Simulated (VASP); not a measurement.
Wanted: the native input for a VASP 6.6.1 run.

```
Task                   : single point
Functional             : r2SCAN
Potentials or basis    : VASP PAW PBE potentials, release 64 (B, As)
Cutoff                 : 520 eV
k mesh                 : 10 × 10 × 10
Occupations            : gaussian, width 0.02 eV
Spin                   : no spin polarisation
Dipole correction      : no
Further INCAR settings : ALGO = Normal; EDIFF = 1e-07; NBANDS = 11
```

Crystal: BAs.

```
CELL_PARAMETERS angstrom
0.00000 2.43883 2.43883
2.43883 0.00000 2.43883
2.43883 2.43883 0.00000
ATOMIC_POSITIONS crystal
B 0.00000 0.00000 0.00000
As 0.25000 0.25000 0.25000
```

This cell differs from its parent crystal: volume scaled by 1.06.

One way to write it, as run:

POSCAR

```
BAs
1.0
    0.0000000000      2.4388294456      2.4388294456
    2.4388294456      0.0000000000      2.4388294456
    2.4388294456      2.4388294456      0.0000000000
B As
1 1
Direct
    0.0000000000      0.0000000000      0.0000000000
    0.2500000000      0.2500000000      0.2500000000
```

INCAR.step1

```
SYSTEM = BAs
PREC = Accurate
ENCUT = 520
ISMEAR = 0
SIGMA = 0.02
LREAL = .False.
LASPH = .True.
NELM = 80
NBANDS = 11
GGA = PE
ALGO = Normal
EDIFF = 1E-4
LWAVE = .True.
LCHARG = .False.
```

INCAR.step2

```
SYSTEM = BAs
PREC = Accurate
ENCUT = 520
EDIFF = 1E-7
ISMEAR = 0
SIGMA = 0.02
LREAL = .False.
LASPH = .True.
NELM = 80
ALGO = Normal
ISIF = 2
LWAVE = .False.
LCHARG = .True.
METAGGA = R2SCAN
LMIXTAU = .True.
LELF = .True.
LVHAR = .True.
NBANDS = 11
ISTART = 1
```

KPOINTS

```
regular mesh
0
Gamma
  10 10 10
  0 0 0
```

Potentials or basis: VASP PAW PBE potentials, release 64 (B, As).

Launch:

```bash
$ cat potpaw_PBE.64/B/POTCAR potpaw_PBE.64/As/POTCAR > POTCAR
$ cp INCAR.step1 INCAR
$ mpirun -np 1 vasp_std > vasp.out
$ cp INCAR.step2 INCAR
$ mpirun -np 1 vasp_std > vasp.out
```

It gave:

The pressure is -7.2 GPa. The band gap on the k mesh is 1.43 eV, indirect (least direct gap 3.38 eV).

Caveat: the PAW data sets were made with another functional, which shifts forces and pressure a little.

Run time: 2.1 min on 1 thread of Intel Xeon 8259CL (shared host), peak memory 0.17 GiB.
